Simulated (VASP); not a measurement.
# ScAl2 (Fd-3m) in VASP: notebook

Runs on ScAl2. Level: r2SCAN. Tasks: single point.

Program: VASP 6.6.1. These are calculated values, not measurements. Logs are shortened: lines on timing, memory, paths and dates and some standing lists are left out, and cuts for length are marked.

**1. The cell of the first run**

It takes space group Fd-3m (No. 227, cubic). Conventional cell: a = 6.846 Å, b = 6.846 Å, c = 6.846 Å, α = 90.00°, β = 90.00°, γ = 90.00°. Within 3.7 Å of Sc (site symmetry -43m) lie 12 Al at 2.84 Å and 4 Sc at 2.96 Å. Within 3.2 Å of Al (site symmetry -3m) lie 6 Al at 2.42 Å and 6 Sc at 2.84 Å.

**2. Single point, r2SCAN**

File POSCAR:

```
ScAl2
1.0
    0.0000000000      3.4228896246      3.4228896246
    3.4228896246      0.0000000000      3.4228896246
    3.4228896246      3.4228896246      0.0000000000
Sc Al
2 4
Direct
    0.5000000000      0.5000000000      0.5000000000
    0.7500000000      0.7500000000      0.7500000000
    0.1250000000      0.1250000000      0.1250000000
    0.6250000000      0.1250000000      0.1250000000
    0.1250000000      0.6250000000      0.1250000000
    0.1250000000      0.1250000000      0.6250000000
```

File INCAR.step1:

```
ALGO     = Normal         # electronic algorithm
EDIFF    = 1E-4           # SCF threshold, eV
ENCUT    = 520            # plane-wave cutoff, eV
GGA      = PE             # functional
ISMEAR   = 0              # smearing method
LASPH    = T              # aspherical terms in the spheres
LCHARG   = F              # write CHGCAR
LREAL    = F              # projectors in reciprocal space
LWAVE    = T              # write WAVECAR
NBANDS   = 26             # bands
NELM     = 100            # most SCF steps
PREC     = Accurate       # precision mode
SIGMA    = 0.1            # smearing width, eV
```

File INCAR.step2:

```
ALGO     = Normal         # electronic algorithm
EDIFF    = 1E-6           # SCF threshold, eV
ENCUT    = 520            # plane-wave cutoff, eV
ISIF     = 2              # what is computed and relaxed
ISMEAR   = 0              # smearing method
ISTART   = 1            
LASPH    = T              # aspherical terms in the spheres
LCHARG   = F              # write CHGCAR
LMIXTAU  = T            
LREAL    = F              # projectors in reciprocal space
LWAVE    = F              # write WAVECAR
METAGGA  = R2SCAN         # meta-GGA
NBANDS   = 26             # bands
NELM     = 100            # most SCF steps
PREC     = Accurate       # precision mode
SIGMA    = 0.1            # smearing width, eV
```

File KPOINTS:

```
k-points
0
Gamma
  10 10 10
```

Potentials or basis: VASP PAW PBE potentials, release 64 (Sc_sv, Al).

Started as:

```
$ cat potpaw_PBE.64/Sc_sv/POTCAR potpaw_PBE.64/Al/POTCAR > POTCAR
$ cp INCAR.step1 INCAR
$ mpirun -np 1 vasp_std > vasp.out
$ cp INCAR.step2 INCAR
$ mpirun -np 1 vasp_std > vasp.out
```

OUTCAR:

```text
EDIFF = 1E-6
   ENCUT = 520
   ISIF = 2
   ISMEAR = 0
   ISTART = 1
   LASPH = T
   LREAL = F
   METAGGA = R2SCAN
   NELM = 100
   PREC = Accurate

 ion  position               nearest neighbor table
   1  0.500  0.500  0.500-   3 2.84   5 2.84   6 2.84   3 2.84   4 2.84   6 2.84   3 2.84   4 2.84
                             5 2.84   4 2.84   5 2.84   6 2.84   2 2.96   2 2.96   2 2.96   2 2.96
   2  0.750  0.750  0.750-   4 2.84   5 2.84   6 2.84   3 2.84   4 2.84   5 2.84   3 2.84   4 2.84
                             6 2.84   3 2.84   5 2.84   6 2.84   1 2.96   1 2.96   1 2.96   1 2.96
   3  0.125  0.125  0.125-   4 2.42   5 2.42   6 2.42   6 2.42   5 2.42   4 2.42   1 2.84   2 2.84
                             1 2.84   2 2.84   1 2.84   2 2.84
   4  0.625  0.125  0.125-   3 2.42   6 2.42   5 2.42   3 2.42   5 2.42   6 2.42   2 2.84   1 2.84
                             1 2.84   2 2.84   2 2.84   1 2.84
   5  0.125  0.625  0.125-   3 2.42   6 2.42   3 2.42   4 2.42   6 2.42   4 2.42   2 2.84   1 2.84
                             2 2.84   2 2.84   1 2.84   1 2.84
   6  0.125  0.125  0.625-   3 2.42   3 2.42   4 2.42   5 2.42   5 2.42   4 2.42   1 2.84   2 2.84
                             1 2.84   2 2.84   1 2.84   2 2.84

  LATTYP: Found a face centered cubic cell.
 ALAT       =     6.8457792492

  Lattice vectors:

 A1 = (   0.0000000000,   3.4228896246,   3.4228896246)
 A2 = (   3.4228896246,   0.0000000000,   3.4228896246)
 A3 = (   3.4228896246,   3.4228896246,   0.0000000000)

Analysis of symmetry for initial positions (statically):
=====================================================================
 Subroutine PRICEL returns:
 Original cell was already a primitive cell.

 Routine SETGRP: Setting up the symmetry group for a
 face centered cubic supercell.

 Subroutine GETGRP returns: Found 48 space group operations
 (whereof 24 operations were pure point group operations)
 out of a pool of 48 trial point group operations.

The static configuration has the point symmetry T_d .
 The point group associated with its full space group is O_h .

Analysis of symmetry for dynamics (positions and initial velocities):
=====================================================================
 Subroutine PRICEL returns:
 Original cell was already a primitive cell.

 Routine SETGRP: Setting up the symmetry group for a
 face centered cubic supercell.

 Subroutine GETGRP returns: Found 48 space group operations
 (whereof 24 operations were pure point group operations)
 out of a pool of 48 trial point group operations.

The dynamic configuration has the point symmetry T_d .
 The point group associated with its full space group is O_h .

 Subroutine INISYM returns: Found 48 space group operations
 (whereof 24 operations are pure point group operations),
 and found     1 'primitive' translations

----------------------------------------------------------------------------------------

                                     Primitive cell

  volume of cell :      80.2063

  direct lattice vectors                    reciprocal lattice vectors
     0.000000000  3.422889625  3.422889625    -0.146075408  0.146075408  0.146075408
     3.422889625  0.000000000  3.422889625     0.146075408 -0.146075408  0.146075408
     3.422889625  3.422889625  0.000000000     0.146075408  0.146075408 -0.146075408

  length of vectors
     4.840696930  4.840696930  4.840696930     0.253010029  0.253010029  0.253010029

  position of ions in fractional coordinates (direct lattice)
     0.500000000  0.500000000  0.500000000
     0.750000000  0.750000000  0.750000000
     0.125000000  0.125000000  0.125000000
     0.625000000  0.125000000  0.125000000
     0.125000000  0.625000000  0.125000000
     0.125000000  0.125000000  0.625000000

  ion indices of the primitive-cell ions
   primitive index   ion index
                 1           1
                 2           2
                 3           3
                 4           4
                 5           5
                 6           6

----------------------------------------------------------------------------------------

 KPOINTS: k-points

Automatic generation of k-mesh.
 Grid dimensions read from file:
 generate k-points for:   10   10   10

 Generating k-lattice:

  Cartesian coordinates                     Fractional coordinates (reciprocal lattice)
    -0.014607541  0.014607541  0.014607541     0.100000000  0.000000000  0.000000000
     0.014607541 -0.014607541  0.014607541     0.000000000  0.100000000  0.000000000
     0.014607541  0.014607541 -0.014607541     0.000000000  0.000000000  0.100000000

  Length of vectors
     0.025301003  0.025301003  0.025301003

  Shift w.r.t. Gamma in fractional coordinates (k-lattice)
     0.000000000  0.000000000  0.000000000

 Subroutine IBZKPT returns following result:
 ===========================================

 Found     47 irreducible k-points:

 Following reciprocal coordinates:
            Coordinates               Weight
  0.000000  0.000000  0.000000      1.000000
  0.100000  0.000000  0.000000      8.000000
  0.200000  0.000000  0.000000      8.000000
  0.300000  0.000000  0.000000      8.000000
  0.400000  0.000000  0.000000      8.000000
  0.500000  0.000000  0.000000      4.000000
[... 16 lines left out ...]
  0.300000  0.300000  0.000000      6.000000
  0.400000  0.300000  0.000000     24.000000
 [... further k-points ...]
   k-points           NKPTS =     47   k-points in BZ     NKDIM =     47   number of bands    NBANDS=     26
   number of dos      NEDOS =    301   number of ions     NIONS =      6
   total plane-waves  NPLWV =  46656
   dimension x,y,z NGX =    36 NGY =   36 NGZ =   36
   dimension x,y,z NGXF=    72 NGYF=   72 NGZF=   72
   ions per type =               2   4
   NGX,Y,Z   is equivalent  to a cutoff of  12.36, 12.36, 12.36 a.u.
   NGXF,Y,Z  is equivalent  to a cutoff of  24.73, 24.73, 24.73 a.u.
 SYSTEM =  unknown system
   PREC   = accura    normal or accurate (medium, high low for compatibility)
   ISTART =      1    job   : 0-new  1-cont  2-samecut
   ICHARG =      0    charge: 1-file 2-atom 10-const
   ISPIN  =      1    spin polarized calculation?
   LNONCOLLINEAR =      F non collinear calculations
   LSORBIT =      F    spin-orbit coupling
   LASPH  =      T    aspherical Exc in radial PAW
   ENCUT  =  520.0 eV  38.22 Ry    6.18 a.u.   9.00  9.00  9.00*2*pi/ulx,y,z
   NELM   =    100;   NELMIN=  2; NELMDL=  0     # of ELM steps
   EDIFF  = 0.1E-05   stopping-criterion for ELM
   LREAL  =      F    real-space projection
   EDIFFG = 0.1E-04   stopping-criterion for IOM
   NSW    =      0    number of steps for IOM
   IBRION =     -1    ionic relax: 0-MD 1-quasi-New 2-CG
   NFREE  =      0    steps in history (QN), initial steepest desc. (CG)
   ISIF   =      2    stress and relaxation
   ISYM   =      2    0-nonsym 1-usesym 2-fastsym
   POTIM  = 0.5000    time-step for ionic-motion
   TEBEG  =    0.0;   TEEND  =   0.0 temperature during run
   PSTRESS=    0.0 pullay stress
   NELECT =      34.0000    total number of electrons
   NUPDOWN=      -1.0000    fix difference up-down
   EMIN   =  10.00;   EMAX   =-10.00  energy-range for DOS
   EFERMI =   0.00;   METHOD = LEGACY
   ISMEAR =     0;   SIGMA  =   0.10  broadening in eV -4-tet -1-fermi 0-gaus
   EFERMI_NEDOS =   21; number of points for ismear=-14 and -15
   IALGO  =     38    algorithm
   IMIX   =      4    mixing-type and parameters
     AMIX     =   0.40;   BMIX     =  1.00
     AMIX_MAG =   1.60;   BMIX_MAG =  1.00
  volume/ion in A,a.u.               =      13.37        90.21
  Fermi-wavevector in a.u.,A,eV,Ry     =   1.229792  2.323969 20.577285  1.512388
  Thomas-Fermi vector in A             =   2.364665
   LORBIT       =      0    0 simple, 1 ext, 2 COOP (PROOUT), +10 PAW based schemes
   METAGGA = R2SCAN    functional components
   LHFCALC =     F    Hartree Fock is set to
   AEXX    =    0.0000 exact exchange contribution
   IVDW    =     0    specifies the selected vdW correction
   LEPSILON=     F    determine dielectric tensor
   LRPA    =     F    only Hartree local field effects (RPA)
 non-spin polarized calculation
 Gauss-broadening in eV      SIGMA  =   0.10
  energy-cutoff  :      520.00
  volume of cell :       80.21
 maximum number of plane-waves:      2200
   NGX = 17   NGY = 17   NGZ = 17

 number of electron      33.9999992 magnetization

 Free energy of the ion-electron system (eV)
  ---------------------------------------------------
  ext. energy  EPLUGINS =         0.00000000
  ---------------------------------------------------
  free energy    TOTEN  =       -49.50000650 eV

  energy without entropy =      -49.48411002  energy(sigma->0) =      -49.49205826

 E-fermi :   9.2655     XC(G=0): -12.3172

 val. band max:        9.2574555989   @ k =  -0.3000   0.1000   0.0000
 cond. band min:       9.2803280117   @ k =   0.4000   0.4000   0.0000
 fundamental gap:      0.0228724128
 Fermi energy:         9.2655147509

 k-point     1 :       0.0000    0.0000    0.0000
  band No.  band energies     occupation
      1     -41.1434      2.00000
      2     -41.0031      2.00000
      3     -19.0245      2.00000
      4     -19.0245      2.00000
      5     -19.0245      2.00000
      6     -18.7452      2.00000
[... 18 lines left out ...]
     25      14.2012      0.00000
     26      14.2012      0.00000

 k-point     2 :       0.1000    0.0000    0.0000
  band No.  band energies     occupation
      1     -41.1408      2.00000
      2     -41.0056      2.00000
      3     -19.0290      2.00000
      4     -19.0290      2.00000
      5     -19.0266      2.00000
      6     -18.7452      2.00000
[... 18 lines left out ...]
     25      14.0652      0.00000
     26      14.0663      0.00000

 k-point     3 :       0.2000    0.0000    0.0000
  band No.  band energies     occupation
      1     -41.1335      2.00000
      2     -41.0129      2.00000
      3     -19.0403      2.00000
      4     -19.0403      2.00000
      5     -19.0328      2.00000
      6     -18.7446      2.00000
[... 572 lines left out ...]
 k-point    23 :       0.3000    0.3000    0.0000
  band No.  band energies     occupation
      1     -41.1143      2.00000
      2     -41.0320      2.00000
      3     -19.0849      2.00000
      4     -19.0849      2.00000
      5     -18.9721      2.00000
      6     -18.8129      2.00000
[... 18 lines left out ...]
     25      14.1468      0.00000
     26      14.1468      0.00000

 k-point    24 :       0.4000    0.3000    0.0000
  band No.  band energies     occupation
      1     -41.1041      2.00000
      2     -41.0420      2.00000
      3     -19.0986      2.00000
      4     -19.0941      2.00000
      5     -18.9572      2.00000
      6     -18.8296      2.00000
[... 18 lines left out ...]
     25      14.3695      0.00000
     26      14.3782      0.00000

 [... further k-points ...]
[... 5 lines left out ...]
  --------------------------------------------------------------------------------------
  -------------------------------------------------------------------------------------
  Total       25.2220209     25.2220209     25.2220209      0.0000000      0.0000000     -0.0000000
  in kB      503.8274006    503.8274006    503.8274006      0.0000000      0.0000000     -0.0000000
  external PRESSURE =     503.8274006 kB  Pullay stress =       0.0000000 kB

 VOLUME and BASIS-vectors are now :
 -----------------------------------------------------------------------------
  energy-cutoff  :      520.00
  volume of cell :       80.21
      direct lattice vectors                 reciprocal lattice vectors
     0.000000000  3.422889625  3.422889625    -0.146075408  0.146075408  0.146075408
     3.422889625  0.000000000  3.422889625     0.146075408 -0.146075408  0.146075408
     3.422889625  3.422889625  0.000000000     0.146075408  0.146075408 -0.146075408

 POSITION                                       TOTAL-FORCE (eV/Angst)
 -----------------------------------------------------------------------------------
      3.42289      3.42289      3.42289        -0.000000     -0.000000     -0.000000
      5.13433      5.13433      5.13433         0.000000      0.000000      0.000000
      0.85572      0.85572      0.85572        -0.000000     -0.000000     -0.000000
      0.85572      2.56717      2.56717        -0.000000     -0.000000     -0.000000
      2.56717      0.85572      2.56717        -0.000000      0.000000     -0.000000
      2.56717      2.56717      0.85572        -0.000000      0.000000     -0.000000
 -----------------------------------------------------------------------------------
    total drift:                                0.000000      0.000000      0.000000

  FREE ENERGIE OF THE ION-ELECTRON SYSTEM (eV)
  ---------------------------------------------------
  free  energy   TOTEN  =       -49.5000064950 eV

  energy  without entropy=      -49.4841100194  energy(sigma->0) =      -49.49205826
```

Wall time 2.8 min (1 thread of Intel Xeon Platinum 8488C (Sapphire Rapids), shared host); peak memory 0.26 GiB.

What came out:

| Item | Value |
| --- | --- |
| Free energy | -49.5000 eV |
| Pressure | 50.4 GPa |
| Band gap on the k mesh | zero (band 17 reaches 10.15 eV, above the bottom of band 18 at 6.86 eV) |

Caveat: the PAW data sets were made with another functional, which shifts forces and pressure a little.

**3. Single point, r2SCAN**

This run uses another cell than the first one, of 14.97 Å³/atom, 1.120 times its volume.

POSCAR: that of step 2 with these lines changed.

```diff
@@ -2,5 +2,5 @@
 1.0
-    0.0000000000      3.4228896246      3.4228896246
-    3.4228896246      0.0000000000      3.4228896246
-    3.4228896246      3.4228896246      0.0000000000
+    0.0000000000      3.5541471253      3.5541471253
+    3.5541471253      0.0000000000      3.5541471253
+    3.5541471253      3.5541471253      0.0000000000
 Sc Al
```

INCAR.step1 is that of step 2.

INCAR.step2 is that of step 2.

KPOINTS is that of step 2.

Potentials or basis: VASP PAW PBE potentials, release 64 (Sc_sv, Al).

Started as:

```
$ cat potpaw_PBE.64/Sc_sv/POTCAR potpaw_PBE.64/Al/POTCAR > POTCAR
$ cp INCAR.step1 INCAR
$ mpirun -np 1 vasp_std > vasp.out
$ cp INCAR.step2 INCAR
$ mpirun -np 1 vasp_std > vasp.out
```

OUTCAR:

```text
EDIFF = 1E-6
   ENCUT = 520
   ISIF = 2
   ISMEAR = 0
   ISTART = 1
   LASPH = T
   LREAL = F
   METAGGA = R2SCAN
   NELM = 100
   PREC = Accurate

 ion  position               nearest neighbor table
   1  0.500  0.500  0.500-   3 2.95   5 2.95   6 2.95   3 2.95   4 2.95   6 2.95   3 2.95   4 2.95
                             5 2.95   4 2.95   5 2.95   6 2.95   2 3.08   2 3.08   2 3.08   2 3.08
   2  0.750  0.750  0.750-   3 2.95   4 2.95   5 2.95   3 2.95   4 2.95   6 2.95   3 2.95   5 2.95
                             6 2.95   4 2.95   5 2.95   6 2.95   1 3.08   1 3.08   1 3.08   1 3.08
   3  0.125  0.125  0.125-   4 2.51   5 2.51   6 2.51   6 2.51   5 2.51   4 2.51   1 2.95   2 2.95
                             1 2.95   2 2.95   1 2.95   2 2.95
[... 913 lines left out ...]
  in kB      250.5549888    250.5549888    250.5549888      0.0000000     -0.0000000      0.0000000
  external PRESSURE =     250.5549888 kB  Pullay stress =       0.0000000 kB

 VOLUME and BASIS-vectors are now :
 -----------------------------------------------------------------------------
  energy-cutoff  :      520.00
  volume of cell :       89.79
      direct lattice vectors                 reciprocal lattice vectors
     0.000000000  3.554147125  3.554147125    -0.140680727  0.140680727  0.140680727
     3.554147125  0.000000000  3.554147125     0.140680727 -0.140680727  0.140680727
     3.554147125  3.554147125  0.000000000     0.140680727  0.140680727 -0.140680727

 POSITION                                       TOTAL-FORCE (eV/Angst)
 -----------------------------------------------------------------------------------
      3.55415      3.55415      3.55415         0.000000      0.000000      0.000000
      5.33122      5.33122      5.33122        -0.000000     -0.000000     -0.000000
      0.88854      0.88854      0.88854        -0.000000     -0.000000     -0.000000
      0.88854      2.66561      2.66561        -0.000000     -0.000000     -0.000000
      2.66561      0.88854      2.66561        -0.000000     -0.000000     -0.000000
      2.66561      2.66561      0.88854        -0.000000     -0.000000     -0.000000
 -----------------------------------------------------------------------------------
    total drift:                               -0.000000     -0.000000      0.000000

  FREE ENERGIE OF THE ION-ELECTRON SYSTEM (eV)
  ---------------------------------------------------
  free  energy   TOTEN  =       -51.6987155378 eV

  energy  without entropy=      -51.6830854713  energy(sigma->0) =      -51.69090050
```

Run time: 5.2 min. Hardware: 1 thread of Intel Xeon Platinum 8488C (Sapphire Rapids), shared host; peak memory 0.31 GiB.

What came out:

```
Free energy            : -51.6987 eV
Pressure               : 25.1 GPa
Band gap on the k mesh : zero (band 17 reaches 9.01 eV, above the bottom of band 18 at 5.99 eV)
```

Caveat: the PAW data sets were made with another functional, which shifts forces and pressure a little.
